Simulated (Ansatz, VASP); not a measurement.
## SrWI in VASP and in Ansatz

Contents of INCAR:

```
SYSTEM = SrWI
PREC = Accurate
ENCUT = 520
EDIFF = 1E-7
ISMEAR = -1
SIGMA = 0.1
LREAL = .False.
LASPH = .True.
NELM = 80
ALGO = Normal
ISIF = 2
LWAVE = .False.
LCHARG = .False.
GGA = PE
NBANDS = 40
```

The input KPOINTS:

```
Automatic mesh
0
Gamma
  4 4 2
  0 0 0
```

File POSCAR:

```
SrWI
1.0
    4.6005890000      0.0000000000      0.0000000000
    0.0000000000      4.6005890000      0.0000000000
    0.0000000000      0.0000000000      8.8938410000
Sr W I
2 2 2
Direct
    0.0000000000      0.5000000000      0.2000000000
    0.5000000000      0.0000000000      0.8000000000
    0.0000000000      0.0000000000      0.0000000000
    0.5000000000      0.5000000000      0.0000000000
    0.0000000000      0.5000000000      0.7000000000
    0.5000000000      0.0000000000      0.3000000000
```

Input for Ansatz:

```yaml
crystal:
  lattice:
    - [4.600589, 0.0, 0.0]
    - [0.0, 4.600589, 0.0]
    - [0.0, 0.0, 8.893841]
  atoms:
    - { symbol: Sr, position: [0.0, 0.5, 0.2] }
    - { symbol: Sr, position: [0.5, 0.0, 0.8] }
    - { symbol: W, position: [0.0, 0.0, 0.0] }
    - { symbol: W, position: [0.5, 0.5, 0.0] }
    - { symbol: I, position: [0.0, 0.5, 0.7] }
    - { symbol: I, position: [0.5, 0.0, 0.3] }
  symmetry: { tolerance: 0.0003 }
kpoints:
  mp_grid: { grid: [4, 4, 2], shift: [0, 0, 0] }
magnetization:
  spin_polarized: false
scf:
  occupations: { method: fermi_dirac }
hamiltonian:
  pseudopotentials: { kind: paw }
  xc: pbe
basis:
  ecutwfc: 420
output:
  forces: true
  stress: true
  eigenvalues: true
```

Alike in both runs: task single point; functional PBE; k mesh 4 × 4 × 2; no spin polarisation.

|  | VASP | Ansatz |
| --- | --- | --- |
| version | VASP 6.6.1 | Ansatz 0.2.0 |
| potentials or method | VASP PAW PBE potentials, release 64 (Sr_sv, W_sv, I), cutoff 520 eV | PAW plane waves |
| occupations | fermi-dirac, width 0.1 eV | fermi-dirac |
| valence electrons in the cell | 62 | 82 |

```csv
,VASP,Ansatz,Ansatz less VASP
gap on the k mesh at the Fermi level (eV),none,none,-
pressure (GPa),4.2,4.0,-0.25
"traceless stress, the component that is largest in VASP (GPa)",10.05,10.07,+0.026
rms of the force components (eV/Å),1.444,1.421,-0.0223
```

Atom by atom the forces differ by 0.022 eV/Å (rms over components). A gap of «none» marks a metal or a gap that the smearing closes. VASP's potentials hold 62 valence electrons a cell and Ansatz's 82, so a difference there can come from the potentials and not from the codes.

Neither program's run includes spin-orbit coupling.
